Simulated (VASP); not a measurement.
Here is a VASP 6.6.1 calculation.

INCAR

```
SYSTEM = PbS
PREC = Accurate
ENCUT = 520
EDIFF = 1E-7
ISMEAR = -1
SIGMA = 0.01
LREAL = .FALSE.
LASPH = .TRUE.
NELM = 60
ALGO = Normal
ISIF = 2
LWAVE = .FALSE.
LCHARG = .FALSE.
GGA = PE
NBANDS = 17
```

Contents of KPOINTS:

```
regular mesh
0
G
  8 8 8
  0 0 0
```

POSCAR

```
PbS
1.0
    0.0000000000      2.9895052435      2.9895052435
    2.9895052435      0.0000000000      2.9895052435
    2.9895052435      2.9895052435      0.0000000000
Pb S
1 1
Direct
    0.0000000000      0.0000000000      0.0000000000
    0.5000000000      0.5000000000      0.5000000000
```

Potentials or basis: VASP PAW PBE potentials, release 64 (Pb_d, S).

Run with:

```sh
$ cat potpaw_PBE.64/Pb_d/POTCAR potpaw_PBE.64/S/POTCAR > POTCAR
$ mpirun -np 1 vasp_std > vasp.out
```

What does it give for the pressure?

0.7 GPa.

Estimate the band gap on the k mesh.

0.45 eV, direct.

Caveat: spin-orbit coupling is left out, which moves the levels of the heavy elements. A k mesh can miss the band edges.
